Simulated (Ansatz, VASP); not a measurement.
Two plane-wave programs on Br

The input INCAR:

```
SYSTEM = Br
PREC = Accurate
ENCUT = 520
EDIFF = 1E-6
ISMEAR = 0
SIGMA = 0.15
LREAL = .False.
LASPH = .True.
NELM = 80
ALGO = Normal
ISIF = 2
LWAVE = .False.
LCHARG = .False.
GGA = PE
IVDW = 12
NBANDS = 10
```

Contents of KPOINTS:

```
Automatic mesh
0
Gamma
  22 22 22
  0 0 0
```

File POSCAR:

```
Br
1.0
   -1.3742500000      1.3742500000      3.3826500000
    1.3742500000     -1.3742500000      3.3826500000
    1.3742500000      1.3742500000     -3.3826500000
Br
1
Direct
    0.0000000000      0.0000000000      0.0000000000
```

Input for Ansatz:

```yaml
crystal:
  lattice:
    - [-1.37425, 1.37425, 3.38265]
    - [1.37425, -1.37425, 3.38265]
    - [1.37425, 1.37425, -3.38265]
  atoms:
    - { symbol: Br, position: [0.0, 0.0, 0.0] }
basis:
  ecutwfc: 420
kpoints:
  mp_grid: { grid: [22, 22, 22] }
hamiltonian:
  xc: pbe
  dispersion: d3bj
scf:
  occupations: { method: gaussian, width: 0.15 }
output:
  forces: true
  stress: true
  eigenvalues: true
  write_density: true
  write_potential: true
  elf: true
  volumetric_format: npy
```

Alike in both runs: task single point; functional PBE; dispersion D3(BJ); k mesh 22 × 22 × 22; occupations gaussian, width 0.15 eV; no spin polarisation.

```csv
,VASP,Ansatz
version,VASP 6.6.1,Ansatz 0.2.0
potentials or method,"VASP PAW PBE potentials, release 64 (Br), cutoff 520 eV","scalar-relativistic, plane waves, PAW"
valence electrons in the cell,7,7
```

```tsv
	VASP	Ansatz	Ansatz less VASP
gap on the k mesh at the Fermi level (eV)	none	none	-
pressure (GPa)	5.0	5.0	-0.01
traceless stress, the component that is largest in VASP (GPa)	-3.84	-3.82	+0.021
```

A gap of «none» marks a metal or a gap that the smearing closes.
